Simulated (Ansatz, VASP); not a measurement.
One calculation of Co, two programs

File POSCAR:

```
Co
1.0
    0.0000000000      3.5900000000      3.5900000000
    1.7950000000      0.0000000000      1.7950000000
    1.7950000000      1.7950000000      0.0000000000
Co
2
Direct
    0.0000000000      0.0000000000      0.0000000000
    0.5000000000      0.0000000000      0.0000000000
```

File INCAR.step1:

```
PREC     = Accurate       # precision mode
ENCUT    = 520            # plane-wave cutoff, eV
ISMEAR   = -1             # smearing method
SIGMA    = 0.1            # smearing width, eV
LREAL    = F              # projectors in reciprocal space
LASPH    = T              # aspherical terms in the spheres
NELM     = 150            # most SCF steps
ISPIN    = 2              # spin polarisation
MAGMOM   = 0 3            # initial moments
LMAXMIX  = 4              # l up to which the mixer works
NBANDS   = 20             # bands
GGA      = PE             # functional
ALGO     = Normal         # electronic algorithm
EDIFF    = 1E-4           # SCF threshold, eV
LWAVE    = T              # write WAVECAR
LCHARG   = F              # write CHGCAR
```

File INCAR.step2:

```
PREC     = Accurate       # precision mode
ENCUT    = 520            # plane-wave cutoff, eV
EDIFF    = 1E-7           # SCF threshold, eV
ISMEAR   = -1             # smearing method
SIGMA    = 0.1            # smearing width, eV
LREAL    = F              # projectors in reciprocal space
LASPH    = T              # aspherical terms in the spheres
NELM     = 150            # most SCF steps
ALGO     = Normal         # electronic algorithm
ISIF     = 2              # what is computed and relaxed
LWAVE    = F              # write WAVECAR
LCHARG   = T              # write CHGCAR
ISPIN    = 2              # spin polarisation
MAGMOM   = 0 3            # initial moments
LORBIT   = 11             # projections on sites
LMAXMIX  = 4              # l up to which the mixer works
METAGGA  = R2SCAN         # meta-GGA
LMIXTAU  = T            
LELF     = T              # ELF
LVHAR    = T            
NBANDS   = 20             # bands
ISTART   = 1
```

The input KPOINTS:

```
Automatic mesh
0
Gamma
  6 12 12
```

Input for Ansatz:

```yaml
crystal:
  lattice:
    - [0.0, 3.59, 3.59]
    - [1.795, 0.0, 1.795]
    - [1.795, 1.795, 0.0]
  atoms:
    - { symbol: Co, position: [0.0, 0.0, 0.0] }
    - { symbol: Co, position: [0.5, 0.0, 0.0], spin: 3.0 }
magnetization:
  spin_polarized: true
hamiltonian:
  xc: r2scan
  pseudopotentials: { kind: paw }
basis:
  ecutwfc: 500
kpoints:
  mp_grid: { grid: [6, 12, 12] }
scf:
  occupations: { method: fermi_dirac, width: 0.1 }
  lower_state_search: "off"
output:
  forces: true
  stress: true
```

Alike in both runs: task single point; functional r2SCAN; k mesh 6 × 12 × 12; occupations fermi-dirac, width 0.1 eV; collinear spin.

```csv
,VASP,Ansatz
version,VASP 6.6.1,Ansatz 0.2.0
potentials or method,"VASP PAW PBE potentials, release 64 (Co), cutoff 520 eV","PAW, plane waves, scalar-relativistic"
valence electrons in the cell,18,34
```

|  | VASP | Ansatz | Ansatz less VASP |
| --- | --- | --- | --- |
| pressure (GPa) | -12.2 | -12.3 | -0.11 |
| net moment per atom (μB) | 1.83 | 1.84 | +0.018 |
| size of the moment on the site where the two differ most (μB) | 1.90 | 1.96 | +0.064 |

VASP's potentials were made for PBE, not for r2SCAN. Site moments also hang on the region over which each program counts them. The functional is the same, so the differences come from potentials, cutoffs and numerics. VASP's potentials hold 18 valence electrons a cell and Ansatz's 34, so a difference there can come from the potentials and not from the codes. Ansatz's warnings: stability check not made.
